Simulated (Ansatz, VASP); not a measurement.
Two plane-wave programs on Ir

Contents of INCAR:

```
PREC = Accurate
ENCUT = 560
EDIFF = 1E-6
ISMEAR = -1
SIGMA = 0.1
LREAL = F
LASPH = T
NELM = 120
ALGO = Normal
ISIF = 2
LWAVE = F
LCHARG = F
GGA = CA
NBANDS = 14
GGA_COMPAT = F
```

KPOINTS

```
regular mesh
0
Gamma
  16 16 16
```

Contents of POSCAR:

```
Ir
1.0
   -1.5505127909      1.5505127909      1.5505127909
    1.5505127909     -1.5505127909      1.5505127909
    1.5505127909      1.5505127909     -1.5505127909
Ir
1
Direct
    0.0000000000      0.0000000000      0.0000000000
```

Input for Ansatz:

```yaml
crystal:
  lattice:
    - [-1.5505127909, 1.5505127909, 1.5505127909]
    - [1.5505127909, -1.5505127909, 1.5505127909]
    - [1.5505127909, 1.5505127909, -1.5505127909]
  atoms:
    - { symbol: Ir, position: [0.0, 0.0, 0.0] }
hamiltonian:
  xc: lda
  pseudopotentials:
    kind: paw
    azcp:
      Ir: "pseudopotentials/Ir.paw.azcp"
basis:
  ecutwfc: 420
  fft_grid_basis: typed
kpoints:
  mp_grid: { grid: [16, 16, 16], shift: [0, 0, 0] }
magnetization:
  spin_polarized: false
scf:
  occupations: { method: fermi_dirac, width: 0.1 }
  lower_state_search: "off"
output:
  stress: true
```

Alike in both runs: task single point; functional LDA; k mesh 16 × 16 × 16; occupations fermi-dirac, width 0.1 eV; no spin polarisation.

|  | VASP | Ansatz |
| --- | --- | --- |
| version | VASP 6.6.1 | Ansatz 0.2.0 |
| potentials or method | VASP PAW LDA potentials, release 64 (Ir_sv_GW), cutoff 560 eV | plane waves (420 eV) with PAW, scalar-relativistic |
| valence electrons in the cell | 17 | 17 |

|  | VASP | Ansatz | Ansatz less VASP |
| --- | --- | --- | --- |
| pressure (GPa) | -13.2 | -12.7 | +0.56 |

Ansatz warns that its potentials were made for another functional, while VASP's fit it. LDA's correlation is that of Perdew and Zunger in VASP and of Perdew and Wang (1992) in Ansatz.

Neither program's run includes spin-orbit coupling.
